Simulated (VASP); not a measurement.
# Gd (I4/mmm) in VASP: single point with LDA

Aim: the single point of Gd with LDA.

All numbers are computed with VASP 6.6.1; they aren't measurements. Logs are shortened: lines on timing, memory, paths and dates and some standing lists are left out, and cuts for length are marked.

## 1. The cell of the first run

The typed cell holds 2 atoms: a = 3.434 Å, b = 3.434 Å, c = 4.863 Å, α = 90.00°, β = 90.00°, γ = 90.00°.

This isn't the form of Gd at room conditions, which is hcp.

## 2. Single point, LDA, collinear spin, antiferromagnetic start

Contents of INCAR:

```
SYSTEM = Gd
ALGO = Normal
EDIFF = 1E-6
ENCUT = 600
GGA = CA
GGA_COMPAT = .False.
ISIF = 2
ISMEAR = -1
ISPIN = 2
LASPH = .True.
LCHARG = .False.
LMAXMIX = 6
LORBIT = 11
LREAL = .False.
LWAVE = .False.
MAGMOM = 7 -7
NBANDS = 29
NELM = 200
PREC = Accurate
SIGMA = 0.05
```

Contents of KPOINTS:

```
k-points
0
Gamma
  9 9 6
  0 0 0
```

Contents of POSCAR:

```
Gd
1.0
    3.4338400211      0.0000000000      0.0000000000
    0.0000000000      3.4338400211      0.0000000000
    0.0000000000      0.0000000000      4.8627849825
Gd
2
Direct
    1.0000000000      1.0000000000      1.0000000000
    0.5000000000      0.5000000000      0.5000000000
```

Potentials or basis: VASP PAW PBE potentials, release 64 (Gd).

Run with:

```sh
cat potpaw_PBE.64/Gd/POTCAR > POTCAR
mpirun -np 1 vasp_std > vasp.out
```

OUTCAR:

```text
SYSTEM = Gd
   EDIFF = 1E-6
   ENCUT = 600
   GGA = CA
   ISIF = 2
   ISMEAR = -1
   ISPIN = 2
   LASPH = .True.
   LORBIT = 11
   LREAL = .False.
   NELM = 200
   PREC = Accurate

 ion  position               nearest neighbor table
   1  0.000  0.000  0.000-   2 3.44   2 3.44   2 3.44   2 3.44   2 3.44   2 3.44   2 3.44   2 3.44

   2  0.500  0.500  0.500-   1 3.44   1 3.44   1 3.44   1 3.44   1 3.44   1 3.44   1 3.44   1 3.44

  LATTYP: Found a simple tetragonal cell.
 ALAT       =     3.4338400211
 C/A-ratio  =     1.4161361486

  Lattice vectors:

 A1 = (   3.4338400211,   0.0000000000,   0.0000000000)
 A2 = (   0.0000000000,   3.4338400211,   0.0000000000)
 A3 = (   0.0000000000,   0.0000000000,   4.8627849825)

Analysis of symmetry for initial positions (statically):
=====================================================================
 Subroutine PRICEL returns following result:

  LATTYP: Found a body centered tetragonal cell.
 ALAT       =     3.4338400211
 C/A-ratio  =     1.4161361486

  Lattice vectors:

 A1 = (   1.7169200105,  -1.7169200105,  -2.4313924912)
 A2 = (  -1.7169200105,   1.7169200105,  -2.4313924913)
 A3 = (   1.7169200105,   1.7169200105,   2.4313924913)

   2 primitive cells build up your supercell.

 Routine SETGRP: Setting up the symmetry group for a
 simple tetragonal supercell.

 Subroutine GETGRP returns: Found 16 space group operations
 (whereof 16 operations were pure point group operations)
 out of a pool of 16 trial point group operations.

The static configuration has the point symmetry D_4h.

Analysis of symmetry for dynamics (positions and initial velocities):
=====================================================================
 Subroutine PRICEL returns following result:

  LATTYP: Found a body centered tetragonal cell.
 ALAT       =     3.4338400211
 C/A-ratio  =     1.4161361486

  Lattice vectors:

 A1 = (   1.7169200105,  -1.7169200105,  -2.4313924912)
 A2 = (  -1.7169200105,   1.7169200105,  -2.4313924913)
 A3 = (   1.7169200105,   1.7169200105,   2.4313924913)

   2 primitive cells build up your supercell.

 Routine SETGRP: Setting up the symmetry group for a
 simple tetragonal supercell.

 Subroutine GETGRP returns: Found 16 space group operations
 (whereof 16 operations were pure point group operations)
 out of a pool of 16 trial point group operations.

The dynamic configuration has the point symmetry D_4h.

Analysis of structural, dynamic, and magnetic symmetry:
=====================================================================
 Subroutine PRICEL returns following result:

  LATTYP: Found a body centered tetragonal cell.
 ALAT       =     3.4338400211
 C/A-ratio  =     1.4161361486

  Lattice vectors:

 A1 = (   1.7169200105,  -1.7169200105,  -2.4313924912)
 A2 = (  -1.7169200105,   1.7169200105,  -2.4313924913)
 A3 = (   1.7169200105,   1.7169200105,   2.4313924913)

   2 primitive cells build up your supercell.

 Routine SETGRP: Setting up the symmetry group for a
 simple tetragonal supercell.

 Subroutine GETGRP returns: Found 16 space group operations
 (whereof 16 operations were pure point group operations)
 out of a pool of 16 trial point group operations.

The overall configuration has the point symmetry D_4h.

 Subroutine INISYM returns: Found 16 space group operations
 (whereof 16 operations are pure point group operations),
 and found     2 'primitive' translations

----------------------------------------------------------------------------------------

                                     Primitive cell

  volume of cell :      28.6692

  direct lattice vectors                    reciprocal lattice vectors
     1.716920011 -1.716920011 -2.431392491     0.291219158  0.000000000 -0.205643475
    -1.716920011  1.716920011 -2.431392491     0.000000000  0.291219158 -0.205643475
     1.716920011  1.716920011  2.431392491     0.291219158  0.291219158  0.000000000

  length of vectors
     3.436174922  3.436174922  3.436174922     0.356507835  0.356507835  0.411846083

  position of ions in fractional coordinates (direct lattice)
     0.000000000  0.000000000  0.000000000

  ion indices of the primitive-cell ions
   primitive index   ion index
                 1           1

----------------------------------------------------------------------------------------

 KPOINTS: k-points

Automatic generation of k-mesh.
 Grid dimensions read from file:
 generate k-points for:    9    9    6

 Generating k-lattice:

  Cartesian coordinates                     Fractional coordinates (reciprocal lattice)
     0.032357684  0.000000000  0.000000000     0.111111111  0.000000000  0.000000000
     0.000000000  0.032357684  0.000000000     0.000000000  0.111111111  0.000000000
     0.000000000  0.000000000  0.034273912     0.000000000  0.000000000  0.166666667

  Length of vectors
     0.032357684  0.032357684  0.034273912

  Shift w.r.t. Gamma in fractional coordinates (k-lattice)
     0.000000000  0.000000000  0.000000000

 Subroutine IBZKPT returns following result:
 ===========================================

 Found     60 irreducible k-points:

 Following reciprocal coordinates:
            Coordinates               Weight
  0.000000  0.000000  0.000000      1.000000
  0.111111  0.000000  0.000000      4.000000
  0.222222  0.000000  0.000000      4.000000
  0.333333  0.000000  0.000000      4.000000
  0.444444  0.000000  0.000000      4.000000
  0.111111  0.111111  0.000000      4.000000
[... 16 lines left out ...]
  0.333333  0.111111  0.166667     16.000000
  0.444444  0.111111  0.166667     16.000000
 [... further k-points ...]
   k-points           NKPTS =     60   k-points in BZ     NKDIM =     60   number of bands    NBANDS=     29
   number of dos      NEDOS =    301   number of ions     NIONS =      2
   total plane-waves  NPLWV =  31360
   dimension x,y,z NGX =    28 NGY =   28 NGZ =   40
   dimension x,y,z NGXF=    56 NGYF=   56 NGZF=   80
   ions per type =               2
   NGX,Y,Z   is equivalent  to a cutoff of  13.56, 13.56, 13.67 a.u.
   NGXF,Y,Z  is equivalent  to a cutoff of  27.11, 27.11, 27.35 a.u.
 SYSTEM =  Gd
   PREC   = accura    normal or accurate (medium, high low for compatibility)
   ISTART =      0    job   : 0-new  1-cont  2-samecut
   ICHARG =      2    charge: 1-file 2-atom 10-const
   ISPIN  =      2    spin polarized calculation?
   LNONCOLLINEAR =      F non collinear calculations
   LSORBIT =      F    spin-orbit coupling
   LASPH  =      T    aspherical Exc in radial PAW
   ENCUT  =  600.0 eV  44.10 Ry    6.64 a.u.   6.86  6.86  9.71*2*pi/ulx,y,z
   NELM   =    200;   NELMIN=  2; NELMDL= -5     # of ELM steps
   EDIFF  = 0.1E-05   stopping-criterion for ELM
   LREAL  =      F    real-space projection
   EDIFFG = 0.1E-04   stopping-criterion for IOM
   NSW    =      0    number of steps for IOM
   IBRION =     -1    ionic relax: 0-MD 1-quasi-New 2-CG
   NFREE  =      0    steps in history (QN), initial steepest desc. (CG)
   ISIF   =      2    stress and relaxation
   ISYM   =      2    0-nonsym 1-usesym 2-fastsym
   POTIM  = 0.5000    time-step for ionic-motion
   TEBEG  =    0.0;   TEEND  =   0.0 temperature during run
   PSTRESS=    0.0 pullay stress
   NELECT =      36.0000    total number of electrons
   NUPDOWN=      -1.0000    fix difference up-down
   EMIN   =  10.00;   EMAX   =-10.00  energy-range for DOS
   EFERMI =   0.00;   METHOD = LEGACY
   ISMEAR =    -1;   SIGMA  =   0.05  broadening in eV -4-tet -1-fermi 0-gaus
   EFERMI_NEDOS =   21; number of points for ismear=-14 and -15
   IALGO  =     38    algorithm
   IMIX   =      4    mixing-type and parameters
     AMIX     =   0.40;   BMIX     =  1.00
     AMIX_MAG =   1.60;   BMIX_MAG =  1.00
  volume/ion in A,a.u.               =      28.67       193.47
  Fermi-wavevector in a.u.,A,eV,Ry     =   1.401825  2.649066 26.737007  1.965115
  Thomas-Fermi vector in A             =   2.524648
   LORBIT       =     11    0 simple, 1 ext, 2 COOP (PROOUT), +10 PAW based schemes
   GGA     = CA    functional components
   LHFCALC =     F    Hartree Fock is set to
   AEXX    =    0.0000 exact exchange contribution
   IVDW    =     0    specifies the selected vdW correction
   LEPSILON=     F    determine dielectric tensor
   LRPA    =     F    only Hartree local field effects (RPA)
 spin polarized calculation
  energy-cutoff  :      600.00
  volume of cell :       57.34
 maximum number of plane-waves:      1939
 NGX is ok and might be reduce to    28
   NGX = 13   NGY = 13   NGZ = 19

 number of electron      36.0000009 magnetization      -0.0000000

 number of electron      36.0000009 magnetization       0.0000000

 Free energy of the ion-electron system (eV)
  ---------------------------------------------------
  ext. energy  EPLUGINS =         0.00000000
  ---------------------------------------------------
  free energy    TOTEN  =       -23.41035367 eV

  energy without entropy =      -23.37905598  energy(sigma->0) =      -23.39470482

 E-fermi :   3.2997     XC(G=0): -10.9120

 val. band max:        3.2900556472   @ k =   0.4444   0.2222   0.3333
 cond. band min:       3.3147430439   @ k =   0.2222   0.2222   0.1667
 fundamental gap:      0.0246873967
 Fermi energy:         3.2996977534

 spin component 1

 k-point     1 :       0.0000    0.0000    0.0000
  band No.  band energies     occupation
      1     -41.0804      1.00000
      2     -38.2082      1.00000
      3     -18.8588      1.00000
      4     -18.4186      1.00000
      5     -18.4186      1.00000
      6     -16.4892      1.00000
[... 21 lines left out ...]
     28       5.4219      0.00000
     29       7.3979      0.00000

 k-point     2 :       0.1111    0.0000    0.0000
  band No.  band energies     occupation
      1     -41.0754      1.00000
      2     -38.2027      1.00000
      3     -18.8376      1.00000
      4     -18.4926      1.00000
      5     -18.4100      1.00000
      6     -16.4984      1.00000
[... 21 lines left out ...]
     28       5.5981      0.00000
     29       6.8167      0.00000

 k-point     3 :       0.2222    0.0000    0.0000
  band No.  band energies     occupation
      1     -41.0626      1.00000
      2     -38.1888      1.00000
      3     -18.7823      1.00000
      4     -18.6748      1.00000
      5     -18.3881      1.00000
      6     -16.5413      1.00000
[... 638 lines left out ...]
      5     -18.4403      1.00000
      6     -16.7607      1.00000
[... 21 lines left out ...]
     28       5.3478      0.00000
     29       6.1749      0.00000

 k-point    24 :       0.4444    0.1111    0.1667
  band No.  band energies     occupation
      1     -41.0337      1.00000
      2     -38.1567      1.00000
      3     -19.0120      1.00000
      4     -18.6924      1.00000
      5     -18.4249      1.00000
      6     -16.9006      1.00000
[... 21 lines left out ...]
     28       4.8902      0.00000
     29       6.2640      0.00000

 [... further k-points ...]

 spin component 2

 k-point     1 :       0.0000    0.0000    0.0000
  band No.  band energies     occupation
      1     -41.0804      1.00000
      2     -38.2082      1.00000
      3     -18.8588      1.00000
      4     -18.4186      1.00000
      5     -18.4186      1.00000
      6     -16.4892      1.00000
[... 21 lines left out ...]
     28       5.4219      0.00000
     29       7.3977      0.00000

 k-point     2 :       0.1111    0.0000    0.0000
  band No.  band energies     occupation
      1     -41.0754      1.00000
      2     -38.2027      1.00000
      3     -18.8376      1.00000
      4     -18.4926      1.00000
      5     -18.4100      1.00000
      6     -16.4984      1.00000
[... 21 lines left out ...]
     28       5.5981      0.00000
     29       6.8167      0.00000

 k-point     3 :       0.2222    0.0000    0.0000
  band No.  band energies     occupation
      1     -41.0626      1.00000
      2     -38.1888      1.00000
      3     -18.7823      1.00000
      4     -18.6748      1.00000
      5     -18.3881      1.00000
      6     -16.5413      1.00000
[... 638 lines left out ...]
      5     -18.4403      1.00000
      6     -16.7607      1.00000
[... 21 lines left out ...]
     28       5.3478      0.00000
     29       6.1749      0.00000

 k-point    24 :       0.4444    0.1111    0.1667
  band No.  band energies     occupation
      1     -41.0337      1.00000
      2     -38.1567      1.00000
      3     -19.0120      1.00000
      4     -18.6924      1.00000
      5     -18.4249      1.00000
      6     -16.9006      1.00000
[... 21 lines left out ...]
     28       4.8902      0.00000
     29       6.4605      0.00000

 [... further k-points ...]

------------------------ aborting loop because EDIFF is reached ----------------------------------------

  FORCE on cell =-STRESS in cart. coord.  units (eV):
  Direction    XX          YY          ZZ          XY          YZ          ZX
  --------------------------------------------------------------------------------------
  -------------------------------------------------------------------------------------
  Total        0.0180895      0.0180895     -0.0192881      0.0000000      0.0000000     -0.0000000
  in kB        0.5054666      0.5054666     -0.5389570      0.0000000      0.0000000     -0.0000000
  external PRESSURE =       0.1573254 kB  Pullay stress =       0.0000000 kB

 VOLUME and BASIS-vectors are now :
 -----------------------------------------------------------------------------
  energy-cutoff  :      600.00
  volume of cell :       57.34
      direct lattice vectors                 reciprocal lattice vectors
     3.433840021  0.000000000  0.000000000     0.291219158  0.000000000  0.000000000
     0.000000000  3.433840021  0.000000000     0.000000000  0.291219158  0.000000000
     0.000000000  0.000000000  4.862784983     0.000000000  0.000000000  0.205643475

 POSITION                                       TOTAL-FORCE (eV/Angst)
 -----------------------------------------------------------------------------------
      0.00000      0.00000      0.00000         0.000000      0.000000     -0.000000
      1.71692      1.71692      2.43139        -0.000000     -0.000000      0.000000
 -----------------------------------------------------------------------------------
    total drift:                                0.000000      0.000000      0.000000

  FREE ENERGIE OF THE ION-ELECTRON SYSTEM (eV)
  ---------------------------------------------------
  free  energy   TOTEN  =       -23.4103536672 eV

  energy  without entropy=      -23.3790559751  energy(sigma->0) =      -23.39470482

 total charge

# of ion       s       p       d       f       tot
--------------------------------------------------
    1        2.081   5.515   0.657   7.022  15.275
    2        2.081   5.515   0.657   7.022  15.275
--------------------------------------------------
tot          4.162  11.030   1.314  14.043  30.549

 magnetization (x)

# of ion       s       p       d       f       tot
--------------------------------------------------
    1        0.010  -0.054   0.153   6.744   6.854
    2       -0.010   0.054  -0.153  -6.744  -6.854
--------------------------------------------------
tot          0.000   0.000   0.000  -0.000  -0.000
```

It took 8.5 min on 1 thread of Intel Xeon Platinum 8259CL at 2.50GHz (Skylake/Cascade Lake), shared host; peak memory 0.31 GiB.

What came out:

- Free energy: -23.4104 eV
- Pressure: 0.0 GPa
- Band gap on the k mesh: zero (filled and empty bands overlap)
- Net moment: 0.00 μB per cell
- Site moments: Gd +6.85, -6.85 μB
- Valence electrons inside the program's atomic spheres: Gd 15.28

Caveat: the PAW data sets were made with another functional, which shifts forces and pressure a little; spin-orbit coupling is left out, which moves the levels of the heavy elements; semilocal functionals describe open f shells poorly, which spoils levels, moments and volumes. The state reached can hang on the start; a lower one may exist.
